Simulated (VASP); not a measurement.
# HgTe (Fm-3m) in VASP: a series of runs

Aim: see how the results for HgTe move with the level of theory and the settings. Levels: PBE, HSE06, PBE-based screened hybrid with 10 % exact exchange, PBE-based screened hybrid with 20 % exact exchange. Tasks: single point.

All numbers are computed with VASP 6.6.1; they aren't measurements. Logs are shortened: lines on timing, memory, paths and dates and some standing lists are left out, and cuts for length are marked.

## (1) The cell of the first run

The structure is cubic, space group Fm-3m (No. 225). The conventional cell has a = 6.087 Å, b = 6.087 Å, c = 6.087 Å, α = 90.00°, β = 90.00°, γ = 90.00°. Within 4.0 Å of Hg (site symmetry m-3m) lie 6 Te at 3.04 Å. Within 4.0 Å of Te (site symmetry m-3m) lie 6 Hg at 3.04 Å.

## (2) Single point, PBE

Contents of INCAR:

```
PREC     = Accurate       # precision mode
ENCUT    = 520            # plane-wave cutoff, eV
EDIFF    = 1E-6           # SCF threshold, eV
ISMEAR   = -1             # smearing method
SIGMA    = 0.02           # smearing width, eV
LREAL    = F              # projectors in reciprocal space
LASPH    = T              # aspherical terms in the spheres
NELM     = 60             # most SCF steps
ALGO     = Normal         # electronic algorithm
ISIF     = 2              # what is computed and relaxed
LWAVE    = F              # write WAVECAR
LCHARG   = T              # write CHGCAR
GGA      = PE             # functional
LELF     = T              # ELF
LVHAR    = T            
NBANDS   = 16             # bands
```

Contents of KPOINTS:

```
Automatic mesh
0
Gamma
  6 6 6
```

Contents of POSCAR:

```
HgTe
1.0
    0.0000000000      3.0434522822      3.0434522822
    3.0434522822      0.0000000000      3.0434522822
    3.0434522822      3.0434522822      0.0000000000
Hg Te
1 1
Direct
    0.0000000000      0.0000000000      0.0000000000
    0.5000000000      0.5000000000      0.5000000000
```

Potentials or basis: VASP PAW PBE potentials, release 64 (Hg, Te).

The run is started by

```console
$ cat potpaw_PBE.64/Hg/POTCAR potpaw_PBE.64/Te/POTCAR > POTCAR
$ mpirun -np 1 vasp_std > vasp.out
```

OUTCAR:

```text
PREC = Accurate
   ENCUT = 520
   EDIFF = 1E-6
   ISMEAR = -1
   LREAL = F
   LASPH = T
   NELM = 60
   ISIF = 2
   GGA = PE

 ion  position               nearest neighbor table
   1  0.000  0.000  0.000-   2 3.04   2 3.04   2 3.04   2 3.04   2 3.04   2 3.04
   2  0.500  0.500  0.500-   1 3.04   1 3.04   1 3.04   1 3.04   1 3.04   1 3.04

  LATTYP: Found a face centered cubic cell.
 ALAT       =     6.0869045644

  Lattice vectors:

 A1 = (   0.0000000000,   3.0434522822,   3.0434522822)
 A2 = (   3.0434522822,   0.0000000000,   3.0434522822)
 A3 = (   3.0434522822,   3.0434522822,   0.0000000000)

Analysis of symmetry for initial positions (statically):
=====================================================================
 Subroutine PRICEL returns:
 Original cell was already a primitive cell.

 Routine SETGRP: Setting up the symmetry group for a
 face centered cubic supercell.

 Subroutine GETGRP returns: Found 48 space group operations
 (whereof 48 operations were pure point group operations)
 out of a pool of 48 trial point group operations.

The static configuration has the point symmetry O_h .

Analysis of symmetry for dynamics (positions and initial velocities):
=====================================================================
 Subroutine PRICEL returns:
 Original cell was already a primitive cell.

 Routine SETGRP: Setting up the symmetry group for a
 face centered cubic supercell.

 Subroutine GETGRP returns: Found 48 space group operations
 (whereof 48 operations were pure point group operations)
 out of a pool of 48 trial point group operations.

The dynamic configuration has the point symmetry O_h .

 Subroutine INISYM returns: Found 48 space group operations
 (whereof 48 operations are pure point group operations),
 and found     1 'primitive' translations

----------------------------------------------------------------------------------------

                                     Primitive cell

  volume of cell :      56.3806

  direct lattice vectors                    reciprocal lattice vectors
     0.000000000  3.043452282  3.043452282    -0.164287117  0.164287117  0.164287117
     3.043452282  0.000000000  3.043452282     0.164287117 -0.164287117  0.164287117
     3.043452282  3.043452282  0.000000000     0.164287117  0.164287117 -0.164287117

  length of vectors
     4.304091494  4.304091494  4.304091494     0.284553633  0.284553633  0.284553633

  position of ions in fractional coordinates (direct lattice)
     0.000000000  0.000000000  0.000000000
[... 68 lines left out ...]
   NELM   =     60;   NELMIN=  2; NELMDL= -5     # of ELM steps
   EDIFF  = 0.1E-05   stopping-criterion for ELM
   LREAL  =      F    real-space projection
   EDIFFG = 0.1E-04   stopping-criterion for IOM
   NSW    =      0    number of steps for IOM
   IBRION =     -1    ionic relax: 0-MD 1-quasi-New 2-CG
   NFREE  =      0    steps in history (QN), initial steepest desc. (CG)
   ISIF   =      2    stress and relaxation
   ISYM   =      2    0-nonsym 1-usesym 2-fastsym
   POTIM  = 0.5000    time-step for ionic-motion
   TEBEG  =    0.0;   TEEND  =   0.0 temperature during run
   PSTRESS=    0.0 pullay stress
   NELECT =      18.0000    total number of electrons
   NUPDOWN=      -1.0000    fix difference up-down
   EMIN   =  10.00;   EMAX   =-10.00  energy-range for DOS
   EFERMI =   0.00;   METHOD = LEGACY
   ISMEAR =    -1;   SIGMA  =   0.02  broadening in eV -4-tet -1-fermi 0-gaus
   EFERMI_NEDOS =   21; number of points for ismear=-14 and -15
   IALGO  =     38    algorithm
   IMIX   =      4    mixing-type and parameters
     AMIX     =   0.40;   BMIX     =  1.00
     AMIX_MAG =   1.60;   BMIX_MAG =  1.00
  volume/ion in A,a.u.               =      28.19       190.24
  Fermi-wavevector in a.u.,A,eV,Ry     =   1.118895  2.114404 17.033475  1.251925
  Thomas-Fermi vector in A             =   2.255529
   LORBIT       =      0    0 simple, 1 ext, 2 COOP (PROOUT), +10 PAW based schemes
   GGA     = PE    functional components
   LHFCALC =     F    Hartree Fock is set to
   AEXX    =    0.0000 exact exchange contribution
   IVDW    =     0    specifies the selected vdW correction
   LEPSILON=     F    determine dielectric tensor
   LRPA    =     F    only Hartree local field effects (RPA)
 non-spin polarized calculation
  energy-cutoff  :      520.00
  volume of cell :       56.38
 maximum number of plane-waves:      1533
   NGX = 17   NGY = 17   NGZ = 17

 number of electron      18.0000003 magnetization

 Free energy of the ion-electron system (eV)
  ---------------------------------------------------
  ext. energy  EPLUGINS =         0.00000000
  ---------------------------------------------------
  free energy    TOTEN  =        -3.37546436 eV

  energy without entropy =       -3.37220742  energy(sigma->0) =       -3.37383589

 E-fermi :   4.5568     XC(G=0):  -9.9039

 val. band max:        4.4383511772   @ k =   0.3333   0.0000   0.0000
 cond. band min:       4.5641041280   @ k =  -0.3333   0.1667   0.0000
 fundamental gap:      0.1257529508
 Fermi energy:         4.5568139220

 k-point     1 :       0.0000    0.0000    0.0000
  band No.  band energies     occupation
      1      -7.6219      2.00000
      2      -2.2513      2.00000
      3      -2.2513      2.00000
      4      -2.1910      2.00000
      5      -2.1910      2.00000
      6      -2.1910      2.00000
[... 281 lines left out ...]
      3      -2.2805      2.00000
      4      -2.1029      2.00000
      5      -1.9447      2.00000
      6      -1.4727      2.00000
[... 8 lines left out ...]
     15      15.8755      0.00000
     16      17.3196      0.00000

------------------------ aborting loop because EDIFF is reached ----------------------------------------

  FORCE on cell =-STRESS in cart. coord.  units (eV):
  Direction    XX          YY          ZZ          XY          YZ          ZX
  --------------------------------------------------------------------------------------
  -------------------------------------------------------------------------------------
  Total        0.4728314      0.4728314      0.4728314      0.0000000      0.0000000     -0.0000000
  in kB       13.4365379     13.4365379     13.4365379      0.0000000      0.0000000     -0.0000000
  external PRESSURE =      13.4365379 kB  Pullay stress =       0.0000000 kB

 VOLUME and BASIS-vectors are now :
 -----------------------------------------------------------------------------
  energy-cutoff  :      520.00
  volume of cell :       56.38
      direct lattice vectors                 reciprocal lattice vectors
     0.000000000  3.043452282  3.043452282    -0.164287117  0.164287117  0.164287117
     3.043452282  0.000000000  3.043452282     0.164287117 -0.164287117  0.164287117
     3.043452282  3.043452282  0.000000000     0.164287117  0.164287117 -0.164287117

 POSITION                                       TOTAL-FORCE (eV/Angst)
 -----------------------------------------------------------------------------------
      0.00000      0.00000      0.00000         0.000000     -0.000000      0.000000
      3.04345      3.04345      3.04345        -0.000000      0.000000     -0.000000
 -----------------------------------------------------------------------------------
    total drift:                                0.000000     -0.000000     -0.000000

  FREE ENERGIE OF THE ION-ELECTRON SYSTEM (eV)
  ---------------------------------------------------
  free  energy   TOTEN  =        -3.3754643642 eV

  energy  without entropy=       -3.3722074183  energy(sigma->0) =       -3.37383589
```

OSZICAR:

```text
N       E                     dE             d eps       ncg     rms          rms(c)
DAV:   1     0.106280118901E+03    0.10628E+03   -0.83290E+03   512   0.100E+03
DAV:   2    -0.244230638127E+00   -0.10652E+03   -0.98192E+02   608   0.230E+02
DAV:   3    -0.354204980616E+01   -0.32978E+01   -0.32926E+01   640   0.419E+01
DAV:   4    -0.356430467277E+01   -0.22255E-01   -0.22254E-01   720   0.331E+00
DAV:   5    -0.356449911877E+01   -0.19445E-03   -0.19444E-03   664   0.231E-01    0.727E+00
DAV:   6    -0.338026464536E+01    0.18423E+00   -0.38509E-01   632   0.792E+00    0.567E+00
DAV:   7    -0.337594491450E+01    0.43197E-02   -0.61773E-02   544   0.171E+00    0.210E+00
DAV:   8    -0.337544553338E+01    0.49938E-03   -0.56670E-03   616   0.835E-01    0.465E-01
DAV:   9    -0.337544253467E+01    0.29987E-05   -0.43533E-04   632   0.213E-01    0.626E-02
DAV:  10    -0.337545891855E+01   -0.16384E-04   -0.49784E-05   656   0.587E-02    0.354E-02
DAV:  11    -0.337546460855E+01   -0.56900E-05   -0.98481E-06   624   0.214E-02    0.160E-02
DAV:  12    -0.337546436425E+01    0.24431E-06   -0.12115E-06   456   0.752E-03
   1 F= -.33754644E+01 E0= -.33738359E+01  d E =-.325695E-02
```

Wall time 12 s (1 thread of Intel Xeon Platinum 8488C (Sapphire Rapids), shared host); peak memory 0.18 GiB.

Results:

```yaml
Free_energy: -3.3755 eV
Pressure: 1.3 GPa
Band_gap_on_the_k_mesh: zero (bands 9 and 10 overlap by 2.56 eV)
```

Levels at points of the mesh, in eV from the Fermi level:
| k point | band 5 | band 6 | band 7 | band 8 | band 9 | band 10 | band 11 | band 12 | band 13 | band 14 |
| --- | --- | --- | --- | --- | --- | --- | --- | --- | --- | --- |
| (0.00, 0.00, 0.00) | -6.75 | -6.75 | -1.03 | -0.81 | -0.81 | -0.81 | 7.54 | 7.54 | 7.54 | 7.70 |
| (0.50, 0.00, 0.00) | -6.58 | -6.58 | -5.62 | 0.18 | 0.18 | 2.54 | 3.62 | 3.86 | 3.86 | 10.30 |
| (0.50, 0.50, 0.00) | -6.50 | -5.91 | -4.39 | -2.84 | -2.39 | -2.39 | 4.75 | 9.10 | 9.10 | 9.62 |

Caveat: spin-orbit coupling is left out, which moves the levels of the heavy elements.

## (3) Single point, HSE06

POSCAR is that of step 2.

Contents of INCAR.step1:

```
PREC = Accurate
ENCUT = 520
EDIFF = 1E-5
ISMEAR = -1
SIGMA = 0.02
LREAL = F
LASPH = T
NELM = 60
ALGO = Normal
ISIF = 2
LWAVE = T
GGA = PE
NBANDS = 16
```

Contents of INCAR.step2:

```
PREC = Accurate
ENCUT = 520
EDIFF = 1E-6
ISMEAR = -1
SIGMA = 0.02
LREAL = F
LASPH = T
NELM = 60
ALGO = Normal
ISIF = 2
LWAVE = F
LCHARG = T
GGA = PE
LHFCALC = T
HFSCREEN = 0.2079
PRECFOCK = Normal
LELF = T
LVHAR = T
ISTART = 1
NBANDS = 16
```

Contents of KPOINTS:

```
Automatic mesh
0
Gamma
  4 4 4
```

Potentials or basis: VASP PAW PBE potentials, release 64 (Hg, Te).

The run is started by

```console
$ cat potpaw_PBE.64/Hg/POTCAR potpaw_PBE.64/Te/POTCAR > POTCAR
$ cp INCAR.step1 INCAR
$ mpirun -np 1 vasp_std > vasp.out
$ cp INCAR.step2 INCAR
$ mpirun -np 1 vasp_std > vasp.out
```

Wall time 10 min (1 thread of Intel Xeon Platinum 8488C (Sapphire Rapids), shared host); peak memory 0.3 GiB.

Results (log left out):

* Free energy: -4.1556 eV
* Pressure: 0.9 GPa
* Band gap on the k mesh: zero (bands 9 and 10 overlap by 2.79 eV)

Levels at points of the mesh, in eV from the Fermi level:
| k point | band 5 | band 6 | band 7 | band 8 | band 9 | band 10 | band 11 | band 12 | band 13 | band 14 |
| --- | --- | --- | --- | --- | --- | --- | --- | --- | --- | --- |
| (0.00, 0.00, 0.00) | -8.28 | -8.28 | -1.04 | -1.04 | -1.04 | -0.79 | 8.07 | 8.07 | 8.07 | 8.48 |
| (0.50, 0.00, 0.00) | -8.11 | -8.11 | -6.55 | 0.00 | 0.00 | 2.86 | 4.25 | 4.25 | 4.35 | 11.05 |
| (0.50, 0.50, 0.00) | -8.04 | -7.28 | -5.01 | -2.88 | -2.79 | -2.79 | 5.10 | 10.02 | 10.02 | 10.53 |

Caveat: the k points lie up to 0.45 Å⁻¹ apart, too coarse for converged energies and pressures of a metal; the PAW data sets were made with another functional, which shifts forces and pressure a little; spin-orbit coupling is left out, which moves the levels of the heavy elements.

(Continued in part 2 of 2.)
